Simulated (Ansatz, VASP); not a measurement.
BiS3 in VASP and in Ansatz

```
CELL_PARAMETERS angstrom
5.81021 0.00000 0.00000
-2.90510 5.03179 0.00000
0.00000 0.00000 5.68595
ATOMIC_POSITIONS crystal
Bi 0.33333 0.66667 0.25000
Bi 0.66667 0.33333 0.75000
S 0.82346 0.64692 0.25000
S 0.17654 0.82346 0.75000
S 0.35308 0.17654 0.25000
S 0.17654 0.35308 0.75000
S 0.82346 0.17654 0.25000
S 0.64692 0.82346 0.75000
```

Alike in both runs: functional PBE; k mesh 6 × 6 × 8; occupations gaussian, width 0.1 eV; no spin polarisation.

Ansatz relaxed the structure, and its values are those at the end. VASP's run is a single point on that final structure, the one shown.

|  | VASP | Ansatz |
| --- | --- | --- |
| version | VASP 6.6.1 | Ansatz 0.2.0 |
| potentials or method | VASP PAW PBE potentials, release 64 (Bi_d, S), cutoff 520 eV | scalar-relativistic, plane waves, PAW |
| valence electrons in the cell | 66 | 66 |

Ansatz gave:

```
gap on the k mesh at the Fermi level (eV) : none
pressure (GPa)                            : 0.0
rms of the force components (eV/Å)        : 0.001
```

Task: Which values does VASP return?

Result: gap on the k mesh at the Fermi level (eV): none; pressure (GPa): -0.1; rms of the force components (eV/Å): 0.005.

A gap of «none» marks a metal or a gap that the smearing closes. The functional is the same, so the differences come from potentials, cutoffs and numerics.

Neither program's run includes spin-orbit coupling.
